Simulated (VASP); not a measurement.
# Be2ZnN2 (I4/mmm) in VASP: notebook, part 2 of 2

VASP 6.6.1. The steps go on from the part before.

## Step 3: Single point, PBE

INCAR

```
SYSTEM = Be2ZnN2
PREC = Accurate
ENCUT = 520
EDIFF = 1E-7
ISMEAR = 0
SIGMA = 0.1
LREAL = .FALSE.
LASPH = .TRUE.
NELM = 100
ALGO = Normal
ISIF = 2
LWAVE = .FALSE.
LCHARG = .TRUE.
GGA = PE
LELF = .TRUE.
LVHAR = .TRUE.
NBANDS = 21
```

KPOINTS

```
regular mesh
0
G
  10 10 10
  0 0 0
```

POSCAR

```
Be2ZnN2
1.0
   -1.3670624257      1.3670624257      5.7317981803
    1.3670624257     -1.3670624257      5.7317981803
    1.3670624257      1.3670624257     -5.7317981803
Be Zn N
2 1 2
Direct
    0.3100423923      0.3100423923      0.0000000000
    0.6899576077      0.6899576077      0.0000000000
    0.0000000000      0.0000000000      0.0000000000
    0.1606544795      0.1606544795      0.0000000000
    0.8393455205      0.8393455205      0.0000000000
```

Potentials or basis: VASP PAW PBE potentials, release 64 (Be, Zn, N).

On the command line:

```console
> cat potpaw_PBE.64/Be/POTCAR potpaw_PBE.64/Zn/POTCAR potpaw_PBE.64/N/POTCAR > POTCAR
> mpirun -np 1 vasp_std > vasp.out
```

OUTCAR:

```text
SYSTEM = Be2ZnN2
   PREC = Accurate
   ENCUT = 520
   EDIFF = 1E-7
   ISMEAR = 0
   LREAL = .FALSE.
   LASPH = .TRUE.
   NELM = 100
   ISIF = 2
   GGA = PE

 ion  position               nearest neighbor table
   1  0.310  0.310  0.000-   4 1.71   5 1.96   5 1.96   5 1.96   5 1.96   2 2.37   2 2.37   2 2.37
                             2 2.37
   2  0.690  0.690  0.000-   5 1.71   4 1.96   4 1.96   4 1.96   4 1.96   1 2.37   1 2.37   1 2.37
                             1 2.37
   3  0.000  0.000  0.000-   4 1.84   5 1.84
   4  0.161  0.161  0.000-   1 1.71   3 1.84   2 1.96   2 1.96   2 1.96   2 1.96
   5  0.839  0.839  0.000-   2 1.71   3 1.84   1 1.96   1 1.96   1 1.96   1 1.96

  LATTYP: Found a body centered tetragonal cell.
 ALAT       =     2.7341248514
 C/A-ratio  =     4.1927845229

  Lattice vectors:

 A1 = (  -1.3670624257,   1.3670624257,   5.7317981803)
 A2 = (   1.3670624257,  -1.3670624257,   5.7317981803)
 A3 = (   1.3670624257,   1.3670624257,  -5.7317981803)

Analysis of symmetry for initial positions (statically):
=====================================================================
 Subroutine PRICEL returns:
 Original cell was already a primitive cell.

 Routine SETGRP: Setting up the symmetry group for a
 body centered tetragonal supercell.

[... 170 lines left out ...]

  energy without entropy =      -26.08241179  energy(sigma->0) =      -26.08486754

 E-fermi :   5.7353     XC(G=0): -11.5272

 val. band max:        5.7198774737   @ k =  -0.1000  -0.4000   0.1000
 cond. band min:       5.7445752989   @ k =   0.4000   0.0000   0.0000
 fundamental gap:      0.0246978252
 Fermi energy:         5.7353476225

 k-point     1 :       0.0000    0.0000    0.0000
  band No.  band energies     occupation
      1     -11.4467      2.00000
      2      -9.2470      2.00000
      3      -3.7531      2.00000
      4      -3.0196      2.00000
      5      -3.0023      2.00000
      6      -2.2526      2.00000
[... 565 lines left out ...]
     20      16.9149      0.00000
     21      17.5810      0.00000

 [... further k-points ...]
[... 5 lines left out ...]
  --------------------------------------------------------------------------------------
  -------------------------------------------------------------------------------------
  Total        0.0551054      0.0551054      0.5949997      0.0000000     -0.0000000     -0.0000000
  in kB        2.0605199      2.0605199     22.2484507      0.0000000     -0.0000000     -0.0000000
  external PRESSURE =       8.7898302 kB  Pullay stress =       0.0000000 kB

 VOLUME and BASIS-vectors are now :
 -----------------------------------------------------------------------------
  energy-cutoff  :      520.00
  volume of cell :       42.85
      direct lattice vectors                 reciprocal lattice vectors
    -1.367062426  1.367062426  5.731798180     0.000000000  0.365747745  0.087232660
     1.367062426 -1.367062426  5.731798180     0.365747745  0.000000000  0.087232660
     1.367062426  1.367062426 -5.731798180     0.365747745  0.365747745  0.000000000

 POSITION                                       TOTAL-FORCE (eV/Angst)
 -----------------------------------------------------------------------------------
      0.00000      0.00000      3.55420        -0.000000     -0.000000      0.015476
      0.00000      0.00000      7.90940        -0.000000     -0.000000     -0.015476
      0.00000      0.00000      0.00000        -0.000000     -0.000000      0.000000
      0.00000      0.00000      1.84168         0.000000      0.000000      0.093740
      0.00000      0.00000      9.62192        -0.000000     -0.000000     -0.093740
 -----------------------------------------------------------------------------------
    total drift:                                0.000000      0.000000      0.000000

  FREE ENERGIE OF THE ION-ELECTRON SYSTEM (eV)
  ---------------------------------------------------
  free  energy   TOTEN  =       -26.0873232855 eV

  energy  without entropy=      -26.0824117936  energy(sigma->0) =      -26.08486754
```

It took 2.4 min on 1 thread of Intel Xeon 6975P-C (Granite Rapids), shared host; peak memory 0.37 GiB.

Results:

```yaml
Free_energy: -26.0873 eV
Pressure: 0.9 GPa
Largest_force: 0.094 eV/Å
Band_gap_on_the_k_mesh: zero (band 13 reaches 5.86 eV, above the bottom of band 14 at 5.54 eV)
```

Forces on the atoms (eV/Å):
```
Be   0.000  0.000  0.015
Be   0.000  0.000 -0.015
Zn   0.000  0.000  0.000
N    0.000  0.000  0.094
N    0.000  0.000 -0.094
```

## Step 4: Relaxation of cell and atoms, PBE

This run uses another cell than the first one, of 8.60 Å³/atom, 1.003 times its volume.

INCAR

```
PREC = Accurate ; ENCUT = 600
EDIFF = 1E-6 ; ISMEAR = 0
SIGMA = 0.1 ; LREAL = False
LASPH = True ; NELM = 100
ALGO = Normal ; ISIF = 3
LWAVE = False ; LCHARG = False
GGA = PE ; IBRION = 2
NSW = 100 ; EDIFFG = -0.05
```

KPOINTS

```
Automatic mesh
0
Gamma
  10 10 10
```

POSCAR

```
Be2ZnN2
1.0
   -1.5064461095      1.5064461095      4.7366700288
    1.5064461095     -1.5064461095      4.7366700288
    1.5064461095      1.5064461095     -4.7366700288
Be Zn N
2 1 2
Direct
    0.3443000000      0.3443000000      0.0000000000
    0.6557000000      0.6557000000      0.0000000000
    0.0000000000      0.0000000000      0.0000000000
    0.1411000000      0.1411000000      0.0000000000
    0.8589000000      0.8589000000      0.0000000000
```

On the command line:

```console
> cat potpaw_PBE.64/Be/POTCAR potpaw_PBE.64/Zn/POTCAR potpaw_PBE.64/N/POTCAR > POTCAR
> mpirun -np 1 vasp_std > vasp.out
```

Run time: 38 min. Hardware: 1 thread of Intel Xeon 6975P-C (Granite Rapids), shared host; peak memory 0.41 GiB.

It converged, with:

```yaml
Free_energy: -21.4284 eV
Relaxed_volume: 10.32 Å³/atom
Relaxed_cell: a = 6.167 Å, b = 6.167 Å, c = 6.167 Å, α = 151.99°, β = 151.99°, γ = 40.03°
Space_group_after_relaxing_to_0.05_Å: I4/mmm (No. 139)
Energy_gained_by_relaxing: 1901.0 meV/atom
Ionic_steps: 31
Pressure_after_relaxing: -0.1 GPa
Largest_force_after_relaxing: 0.013 eV/Å
Band_gap_on_the_k_mesh: zero (band 13 reaches 4.70 eV, above the bottom of band 14 at 4.19 eV)
```

Forces on the atoms (eV/Å):
```
Be   0.000  0.000 -0.001
Be   0.000  0.000  0.001
Zn   0.000  0.000  0.000
N    0.000  0.000 -0.013
N    0.000  0.000  0.013
```

Stress tensor (GPa, compression positive):
```
-0.06  0.00  0.00
 0.00 -0.06  0.00
 0.00  0.00 -0.22
```

The path:
```
step  energy change (eV)  largest force (eV/Å)  pressure (GPa)  volume (Å³)
   1              0.0000               39.7521          117.57        43.00
   2            437.1498             1153.2195          481.18        79.23
   3            140.8989                0.7197         -134.30       154.34
   4            129.0216                2.6905         -131.48       151.22
   5             48.4864                0.4056          -87.30       120.55
   6             17.3560                4.7863          -59.69       101.28
   7            112.3725              655.3545          190.54        90.61
   8             15.9606                4.6561          -58.99       100.28
   9              9.9025               12.0330          -50.06        95.52
  10             10.4015               47.4376          -10.07        93.08
  11              7.8613                1.9207          -39.28        94.47
  12            449.8861             2792.9293         1966.42        29.51
  13              9.2094                1.8626          -49.72        92.17
  14              7.3442                2.5210          -46.48        89.58
  15              0.3009               43.1727           39.89        61.67
  16             -1.2890                4.1576          -14.18        72.85
  17             -1.8036               10.6308           -2.94        69.62
  18             -1.8336               12.7273            0.22        68.83
  19             -8.9338                1.7739           -0.37        50.34
  20             -8.9467                2.0468            0.65        50.01
  21             -9.0210                3.7485           16.94        47.28
  22             -9.2434                2.8276            7.51        48.61
  23             -9.1221                5.7633            8.57        50.73
  24             -9.4723                0.2919            4.96        49.61
  25             -9.4724                0.3834            4.95        49.63
  26             -9.4980                0.2572           -1.01        51.51
  27             -9.4993                0.1489            0.03        51.16
  28             -9.5039                0.0989           -0.13        51.49
  29             -9.5041                0.1642           -0.14        51.57
  30             -9.5046                0.1360           -0.05        51.65
  31             -9.5050                0.0130           -0.11        51.62
```

Final structure:
```
Be Zn N
1.0
    -1.49233    1.49233    5.79417
     1.49233   -1.49233    5.79417
     1.49233    1.49233   -5.79417
Be Zn N
2 1 2
Cartesian
  0.0000 0.0000 3.5184
  0.0000 0.0000 8.0699
  0.0000 0.0000 0.0000
  0.0000 0.0000 6.5090
  0.0000 0.0000 5.0794
```

Levels at points of the mesh, in eV from the Fermi level:
| k point | band 11 | band 12 | band 13 | band 14 | band 15 | band 16 |
| --- | --- | --- | --- | --- | --- | --- |
| (0.00, 0.00, 0.00) | -4.47 | -0.06 | -0.04 | -0.04 | 2.20 | 4.96 |
| (0.50, 0.00, 0.00) | -3.10 | -2.31 | -0.75 | 0.08 | 4.56 | 5.08 |
| (0.50, 0.50, 0.00) | -2.59 | -1.55 | -0.36 | -0.33 | 1.57 | 1.69 |
| (0.50, 0.50, 0.50) | -5.31 | -0.26 | 0.17 | 0.17 | 4.83 | 5.30 |

Caveat: the volume moved by over 15 % at a fixed basis, so the end points are rough; the relaxation stopped at a loose force limit of 0.05 eV/Å, so its end isn't a converged minimum.

## Step 5: The runs side by side

| task | cell | k mesh | cutoff (eV) | gap on the mesh (eV) | pressure (GPa) | relaxed volume (Å³/atom) | largest force (eV/Å) |
| --- | --- | --- | --- | --- | --- | --- | --- |
| relaxation of cell and atoms | relaxed from a = 6.049 Å, angles 153.9, 153.9, 37.3°, 5 atoms | 18 × 18 × 18 | 600 | none | -0.1 | 8.60 | - |
| single point | a = 6.049 Å, angles 153.9, 153.9, 37.3°, 5 atoms | 10 × 10 × 10 | 520 | none | 0.9 | - | 0.09 |
| relaxation of cell and atoms | relaxed from a = 5.194 Å, angles 146.3, 146.3, 48.4°, 5 atoms | 10 × 10 × 10 | 600 | none | -0.1 | 10.32 | 0.01 |

Alike in all rows: level PBE; potentials or basis VASP PAW PBE potentials, release 64 (Be, Zn, N); no spin polarisation; smearing gaussian 0.1 eV.

Caveats: the volume moved by over 15 % at a fixed basis, so the end points are rough (some runs); the relaxation stopped at a loose force limit of 0.05 eV/Å, so its end isn't a converged minimum (some runs).

Total energies depend on the potentials used, so only differences within one code and one set of settings carry meaning.
